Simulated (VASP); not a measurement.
Here is a VASP 6.6.1 calculation.

INCAR

```
SYSTEM = MnO2
PREC = Accurate ; ENCUT = 520
EDIFF = 1E-6 ; ISMEAR = -1
SIGMA = 0.1 ; LREAL = .False.
LASPH = .True. ; NELM = 150
ALGO = Normal ; ISIF = 2
LWAVE = .False. ; LCHARG = .True.
ISPIN = 2 ; MAGMOM = 4 0 0
LORBIT = 11 ; LMAXMIX = 4
LDAU = .True. ; LDAUTYPE = 1
LDAUL = 2 -1 ; LDAUU = 6.9 0
LDAUJ = 0.9 0 ; LDAUPRINT = 1
GGA = PS ; LELF = .True.
LVHAR = .True. ; NBANDS = 24
```

KPOINTS

```
Automatic mesh
0
Gamma
  12 12 12
  0 0 0
```

POSCAR

```
MnO2
1.0
    1.4518561299      0.8382291902      4.6590917847
   -1.4518561299      0.8382291902      4.6590917847
    0.0000000000     -1.6764583805      4.6590917847
Mn O
1 2
Direct
    0.0000000000      0.0000000000      0.0000000000
    0.2643640000      0.2643640000      0.2643640000
    0.7356360000      0.7356360000      0.7356360000
```

Potentials or basis: VASP PAW PBE potentials, release 64 (Mn_pv, O).

Run with:

```console
$ cat potpaw_PBE.64/Mn_pv/POTCAR potpaw_PBE.64/O/POTCAR > POTCAR
$ mpirun -np 1 vasp_std > vasp.out
```

Task: Predict the net moment.

Result: 3.00 μB per cell.

Task: What does it give for the largest force?

Result: 0.328 eV/Å.

Task: Estimate the site moments.

Result: Mn +3.29; O -0.15 μB.

Forces in eV/Å, atoms in the order of the input:
```
Mn   0.000  0.000  0.000
O    0.000  0.000  0.328
O    0.000  0.000 -0.328
```

Caveat: the PAW data sets were made with another functional, which shifts forces and pressure a little; a cell with one magnetic atom can't hold antiferromagnetic order, which such compounds often take. The state reached can hang on the start; a lower one may exist.
